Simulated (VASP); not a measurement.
A run of VASP 6.6.1 is set up as follows.

The input POSCAR:

```
P
1.0
    1.6538346590     -5.4984059606      0.0000000000
    1.6538346590      5.4984059606      0.0000000000
    0.0000000000      0.0000000000      4.5468944061
P
4
Direct
    0.0955109276      0.9044890724      0.9118095445
    0.5955109276      0.4044890724      0.5881904555
    0.9044890724      0.0955109276      0.0881904555
    0.4044890724      0.5955109276      0.4118095445
```

Contents of INCAR.step1:

```
  PREC = Accurate
  ENCUT = 520
  ISMEAR = -1
  SIGMA = 0.05
  LREAL = False
  LASPH = True
  NELM = 100
  NBANDS = 18
  GGA = PE
  ALGO = Normal
  EDIFF = 1E-4
  LWAVE = True
  LCHARG = False
```

INCAR.step2

```
  PREC = Accurate
  ENCUT = 520
  EDIFF = 1E-7
  ISMEAR = -1
  SIGMA = 0.05
  LREAL = False
  LASPH = True
  NELM = 100
  ALGO = Normal
  ISIF = 2
  LWAVE = False
  LCHARG = True
  METAGGA = R2SCAN
  LMIXTAU = True
  LELF = True
  LVHAR = True
  NBANDS = 18
  ISTART = 1
```

File KPOINTS:

```
Automatic mesh
0
Gamma
  2 2 1
```

Potentials or basis: VASP PAW PBE potentials, release 64 (P).

Launch:

```bash
$ cat potpaw_PBE.64/P/POTCAR > POTCAR
$ cp INCAR.step1 INCAR
$ mpirun -np 1 vasp_std > vasp.out
$ cp INCAR.step2 INCAR
$ mpirun -np 1 vasp_std > vasp.out
```

**Question.** Estimate the pressure.

**Answer.** 4.4 GPa.

**Question.** Estimate the largest force.

**Answer.** 1.098 eV/Å.

**Question.** Predict the band gap on the k mesh.

**Answer.** 0.27 eV.

Forces on the atoms (eV/Å):
```
P    0.000  1.077  0.213
P    0.000  1.077 -0.213
P    0.000 -1.077 -0.213
P    0.000 -1.077  0.213
```

Caveat: the k points lie up to 1.38 Å⁻¹ apart, too coarse for converged energies, forces and pressures; the PAW data sets were made with another functional, which shifts forces and pressure a little. A k mesh can miss the band edges.
